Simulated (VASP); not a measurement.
LiHfF2, 8 atoms in the cell. It takes space group I4_1/amd (No. 141, tetragonal). The conventional cell has a = 4.432 Å, b = 4.432 Å, c = 10.227 Å, α = 90.00°, β = 90.00°, γ = 90.00°. Within 3.0 Å of Li (site symmetry -4m2) lie 6 F at 2.23 to 2.83 Å. Hf (site symmetry -4m2) has 6 F at 2.23 to 2.28 Å within 3.0 Å. Within 3.0 Å of F (site symmetry 2mm) lie 3 Li at 2.23 to 2.83 Å and 3 Hf at 2.23 to 2.28 Å and 2 F at 2.99 Å. 

* Program: VASP 6.6.1
* Task: single point
* Functional: r2SCAN
* Potentials or basis: VASP PAW PBE potentials, release 64 (Li_sv, Hf_pv, F)
* Cutoff: 520 eV
* k mesh: 8 × 8 × 8
* Occupations: fermi-dirac, width 0.1 eV
* Spin: no spin polarisation
* Dipole correction: no
* Further INCAR settings: ALGO = Normal; EDIFF = 1e-06; NBANDS = 37

Potentials or basis: VASP PAW PBE potentials, release 64 (Li_sv, Hf_pv, F).

Launch:

```bash
$ cat potpaw_PBE.64/Li_sv/POTCAR potpaw_PBE.64/Hf_pv/POTCAR potpaw_PBE.64/F/POTCAR > POTCAR
$ cp INCAR.step1 INCAR
$ mpirun -np 1 vasp_std > vasp.out
$ cp INCAR.step2 INCAR
$ mpirun -np 1 vasp_std > vasp.out
```

Hardware: 1 thread of Oxide Virtual Turin-like Processor (shared host).

Question: Estimate the wall time of this run.

Answer: Run time: 20 min on 1 thread of Oxide Virtual Turin-like Processor, on a shared host, peak memory 0.34 GiB. Counts: k points 59.
